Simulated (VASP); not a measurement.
# Re (I4/mmm) in VASP: further runs, part 2 of 2

VASP 6.6.1.

## 3. Single point, PBEsol

This run uses another cell than the first one, of the same volume but with other edges.

Contents of INCAR:

```
  ALGO = Fast
  EDIFF = 1E-7
  ENCUT = 520
  GGA = PS
  ISIF = 2
  ISMEAR = 0
  LASPH = True
  LCHARG = True
  LELF = True
  LREAL = False
  LVHAR = True
  LWAVE = False
  NBANDS = 10
  NELM = 80
  PREC = Accurate
  SIGMA = 0.15
```

Contents of KPOINTS:

```
k-points
0
Gamma
  22 22 22
```

Contents of POSCAR:

```
Re
1.0
    0.0000000000      1.7253214179      2.5879821268
    1.7253214179      0.0000000000      2.5879821268
    1.7253214179      1.7253214179      0.0000000000
Re
1
Direct
    0.0000000000      0.0000000000      0.0000000000
```

Potentials or basis: VASP PAW PBE potentials, release 64 (Re).

The run is started by

```console
$ cat potpaw_PBE.64/Re/POTCAR > POTCAR
$ mpirun -np 1 vasp_std > vasp.out
```

OUTCAR:

```text
EDIFF = 1E-7
   ENCUT = 520
   GGA = PS
   ISIF = 2
   ISMEAR = 0
   LASPH = True
   LREAL = False
   NELM = 80
   PREC = Accurate

 ion  position               nearest neighbor table
   1  0.000  0.000  0.000-

  LATTYP: Found a body centered tetragonal cell.
 ALAT       =     2.4399729486
 C/A-ratio  =     2.1213203435

  Lattice vectors:

 A1 = (  -1.7253214179,   0.0000000000,   2.5879821268)
 A2 = (   1.7253214179,   0.0000000000,   2.5879821268)
 A3 = (   0.0000000000,   1.7253214179,  -2.5879821268)

Analysis of symmetry for initial positions (statically):
=====================================================================
 Subroutine PRICEL returns:
 Original cell was already a primitive cell.

 Routine SETGRP: Setting up the symmetry group for a
 body centered tetragonal supercell.

 Subroutine GETGRP returns: Found 16 space group operations
 (whereof 16 operations were pure point group operations)
 out of a pool of 16 trial point group operations.

The static configuration has the point symmetry D_4h.

Analysis of symmetry for dynamics (positions and initial velocities):
=====================================================================
 Subroutine PRICEL returns:
 Original cell was already a primitive cell.

 Routine SETGRP: Setting up the symmetry group for a
 body centered tetragonal supercell.

 Subroutine GETGRP returns: Found 16 space group operations
 (whereof 16 operations were pure point group operations)
 out of a pool of 16 trial point group operations.

The dynamic configuration has the point symmetry D_4h.

 Subroutine INISYM returns: Found 16 space group operations
 (whereof 16 operations are pure point group operations),
 and found     1 'primitive' translations

----------------------------------------------------------------------------------------

                                     Primitive cell

  volume of cell :      15.4075

  direct lattice vectors                    reciprocal lattice vectors
     0.000000000  1.725321418  2.587982127    -0.289801074  0.289801074  0.193200716
     1.725321418  0.000000000  2.587982127     0.289801074 -0.289801074  0.193200716
     1.725321418  1.725321418  0.000000000     0.289801074  0.289801074 -0.193200716

  length of vectors
     3.110367419  3.110367419  2.439972949     0.453095842  0.453095842  0.453095842

  position of ions in fractional coordinates (direct lattice)
     0.000000000  0.000000000  0.000000000

  ion indices of the primitive-cell ions
   primitive index   ion index
                 1           1

----------------------------------------------------------------------------------------

 KPOINTS: k-points

Automatic generation of k-mesh.
 Grid dimensions read from file:
 generate k-points for:   22   22   22

 Generating k-lattice:

  Cartesian coordinates                     Fractional coordinates (reciprocal lattice)
    -0.013172776  0.013172776  0.008781851     0.045454545  0.000000000  0.000000000
     0.013172776 -0.013172776  0.008781851     0.000000000  0.045454545  0.000000000
     0.013172776  0.013172776 -0.008781851    -0.000000000 -0.000000000  0.045454545

  Length of vectors
     0.020595266  0.020595266  0.020595266

  Shift w.r.t. Gamma in fractional coordinates (k-lattice)
     0.000000000  0.000000000  0.000000000

 Subroutine IBZKPT returns following result:
 ===========================================

 Found    834 irreducible k-points:

 Following reciprocal coordinates:
            Coordinates               Weight
  0.000000  0.000000  0.000000      1.000000
  0.045455  0.000000  0.000000      8.000000
  0.090909  0.000000  0.000000      8.000000
  0.136364  0.000000  0.000000      8.000000
  0.181818  0.000000  0.000000      8.000000
  0.227273  0.000000  0.000000      8.000000
[... 16 lines left out ...]
  0.500000  0.045455  0.000000      8.000000
 -0.454545  0.045455  0.000000      8.000000
 [... further k-points ...]
   k-points           NKPTS =    834   k-points in BZ     NKDIM =    834   number of bands    NBANDS=     10
   number of dos      NEDOS =    301   number of ions     NIONS =      1
   total plane-waves  NPLWV =  10368
   dimension x,y,z NGX =    24 NGY =   24 NGZ =   18
   dimension x,y,z NGXF=    48 NGYF=   48 NGZF=   36
   ions per type =               1
   NGX,Y,Z   is equivalent  to a cutoff of  12.83, 12.83, 12.26 a.u.
   NGXF,Y,Z  is equivalent  to a cutoff of  25.66, 25.66, 24.53 a.u.
 SYSTEM =  unknown system
   PREC   = accura    normal or accurate (medium, high low for compatibility)
   ISTART =      0    job   : 0-new  1-cont  2-samecut
   ICHARG =      2    charge: 1-file 2-atom 10-const
   ISPIN  =      1    spin polarized calculation?
   LNONCOLLINEAR =      F non collinear calculations
   LSORBIT =      F    spin-orbit coupling
   LASPH  =      T    aspherical Exc in radial PAW
   ENCUT  =  520.0 eV  38.22 Ry    6.18 a.u.   5.78  5.78  4.54*2*pi/ulx,y,z
   NELM   =     80;   NELMIN=  2; NELMDL= -5     # of ELM steps
   EDIFF  = 0.1E-06   stopping-criterion for ELM
   LREAL  =      F    real-space projection
   EDIFFG = 0.1E-05   stopping-criterion for IOM
   NSW    =      0    number of steps for IOM
   IBRION =     -1    ionic relax: 0-MD 1-quasi-New 2-CG
   NFREE  =      0    steps in history (QN), initial steepest desc. (CG)
   ISIF   =      2    stress and relaxation
   ISYM   =      2    0-nonsym 1-usesym 2-fastsym
   POTIM  = 0.5000    time-step for ionic-motion
   TEBEG  =    0.0;   TEEND  =   0.0 temperature during run
   PSTRESS=    0.0 pullay stress
   NELECT =       7.0000    total number of electrons
   NUPDOWN=      -1.0000    fix difference up-down
   EMIN   =  10.00;   EMAX   =-10.00  energy-range for DOS
   EFERMI =   0.00;   METHOD = LEGACY
   ISMEAR =     0;   SIGMA  =   0.15  broadening in eV -4-tet -1-fermi 0-gaus
   EFERMI_NEDOS =   21; number of points for ismear=-14 and -15
   IALGO  =     68    algorithm
   IMIX   =      4    mixing-type and parameters
     AMIX     =   0.40;   BMIX     =  1.00
     AMIX_MAG =   1.60;   BMIX_MAG =  1.00
  volume/ion in A,a.u.               =      15.41       103.97
  Fermi-wavevector in a.u.,A,eV,Ry     =   1.258531  2.378278 21.550255  1.583899
  Thomas-Fermi vector in A             =   2.392135
   LORBIT       =      0    0 simple, 1 ext, 2 COOP (PROOUT), +10 PAW based schemes
   GGA     = PS    functional components
   LHFCALC =     F    Hartree Fock is set to
   AEXX    =    0.0000 exact exchange contribution
   IVDW    =     0    specifies the selected vdW correction
   LEPSILON=     F    determine dielectric tensor
   LRPA    =     F    only Hartree local field effects (RPA)
 non-spin polarized calculation
 RMM-DIIS sequential band-by-band and
 Gauss-broadening in eV      SIGMA  =   0.15
  energy-cutoff  :      520.00
  volume of cell :       15.41
 maximum number of plane-waves:       434
   NGX = 11   NGY = 11   NGZ =  9

 number of electron       7.0000000 magnetization

 Free energy of the ion-electron system (eV)
  ---------------------------------------------------
  ext. energy  EPLUGINS =         0.00000000
  ---------------------------------------------------
  free energy    TOTEN  =       -12.09133491 eV

  energy without entropy =      -12.07786150  energy(sigma->0) =      -12.08459821

 E-fermi :   8.1113     XC(G=0): -13.4783

 val. band max:        8.1093766551   @ k =  -0.2273   0.1818   0.0455
 cond. band min:       8.1113959003   @ k =  -0.2273   0.0455   0.2273
 fundamental gap:      0.0020192452
 Fermi energy:         8.1113182481

 k-point     1 :       0.0000    0.0000    0.0000
  band No.  band energies     occupation
      1      -2.3001      2.00000
      2       2.2986      2.00000
      3       3.9046      2.00000
      4       8.6573      0.00000
      5       8.6573      0.00000
      6      12.3595      0.00000
      7      20.2756      0.00000
      8      23.7838      0.00000
      9      31.1520      0.00000
     10      31.1635      0.00000
[... 287 lines left out ...]
 k-point    24 :      -0.4545    0.0455    0.0000
  band No.  band energies     occupation
      1       1.1766      2.00000
      2       3.1605      2.00000
      3       7.6959      1.99991
      4       7.9273      1.91720
      5      10.5092      0.00000
      6      10.8219      0.00000
      7      18.5381      0.00000
      8      19.1591      0.00000
      9      28.6883      0.00000
     10      31.3374      0.00000

 [... further k-points ...]

------------------------ aborting loop because EDIFF is reached ----------------------------------------

  FORCE on cell =-STRESS in cart. coord.  units (eV):
  Direction    XX          YY          ZZ          XY          YZ          ZX
  --------------------------------------------------------------------------------------
  -------------------------------------------------------------------------------------
  Total        3.6417297      3.6417297     -3.9675897      0.0000000      0.0000000      0.0000000
  in kB      378.6927531    378.6927531   -412.5779719      0.0000000      0.0000000      0.0000000
  external PRESSURE =     114.9358447 kB  Pullay stress =       0.0000000 kB

 VOLUME and BASIS-vectors are now :
 -----------------------------------------------------------------------------
  energy-cutoff  :      520.00
  volume of cell :       15.41
      direct lattice vectors                 reciprocal lattice vectors
     0.000000000  1.725321418  2.587982127    -0.289801074  0.289801074  0.193200716
     1.725321418  0.000000000  2.587982127     0.289801074 -0.289801074  0.193200716
     1.725321418  1.725321418  0.000000000     0.289801074  0.289801074 -0.193200716

 POSITION                                       TOTAL-FORCE (eV/Angst)
 -----------------------------------------------------------------------------------
      0.00000      0.00000      0.00000         0.000000      0.000000      0.000000
 -----------------------------------------------------------------------------------
    total drift:                               -0.000000      0.000000     -0.000000

  FREE ENERGIE OF THE ION-ELECTRON SYSTEM (eV)
  ---------------------------------------------------
  free  energy   TOTEN  =       -12.0913349135 eV

  energy  without entropy=      -12.0778615048  energy(sigma->0) =      -12.08459821
```

stdout:

```text
POSCAR found type information on POSCAR Re
 POSCAR found :  1 types and       1 ions
 scaLAPACK will be used
 -----------------------------------------------------------------------------
|                                                                             |
|                                                                             |
|     You enforced a specific xc type in the INCAR file but a different       |
|     I HOPE YOU KNOW WHAT YOU ARE DOING!                                     |
|                                                                             |
 -----------------------------------------------------------------------------

 LDA part: xc-table for (Slater+PW92), standard interpolation
 POSCAR, INCAR and KPOINTS ok, starting setup
 FFT: planning ... GRIDC
 FFT: planning ... GRID_SOFT
 FFT: planning ... GRID
 WAVECAR not read
 entering main loop
```

Wall time 63 s (1 thread of Intel Xeon Platinum 8559C (Emerald Rapids), shared host); peak memory 0.25 GiB.

What came out:

```yaml
Free_energy: -12.0913 eV
Pressure: 11.5 GPa
```

Levels at points of the mesh, in eV from the Fermi level:
```tsv
k point	band 1	band 2	band 3	band 4	band 5	band 6	band 7
(0.00, 0.00, 0.00)	-10.41	-5.81	-4.21	0.55	0.55	4.25	12.16
(0.50, 0.00, 0.00)	-6.99	-4.94	-0.19	0.03	1.95	2.73	10.41
(0.50, 0.50, 0.00)	-7.85	-6.59	-2.20	3.14	3.14	4.55	5.26
(0.50, 0.00, 0.50)	-7.65	-5.45	-0.59	1.14	5.24	7.69	8.53
```

Caveat: the PAW data sets were made with another functional, which shifts forces and pressure a little; spin-orbit coupling is left out, which moves the levels of the heavy elements.
